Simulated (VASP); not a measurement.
Input of a VASP 6.6.1 run:

The input INCAR:

```
PREC = Accurate
ENCUT = 520
EDIFF = 1E-7
ISMEAR = -1
SIGMA = 0.1
LREAL = F
LASPH = T
NELM = 80
ALGO = Normal
ISIF = 2
LWAVE = F
LCHARG = F
GGA = PE
NBANDS = 10
```

Contents of KPOINTS:

```
regular mesh
0
Gamma
  10 10 10
```

The input POSCAR:

```
Na
1.0
    3.2719964127      0.0000000000      0.0000000000
    0.0000000000      3.2719964127      0.0000000000
    0.0000000000      0.0000000000      3.2719964127
Na
1
Direct
    0.0000000000      0.0000000000      0.0000000000
```

Potentials or basis: VASP PAW PBE potentials, release 64 (Na_pv).

Command:

```bash
$ cat potpaw_PBE.64/Na_pv/POTCAR > POTCAR
$ mpirun -np 1 vasp_std > vasp.out
```

Problem. Predict the pressure.

Solution. 1.0 GPa.
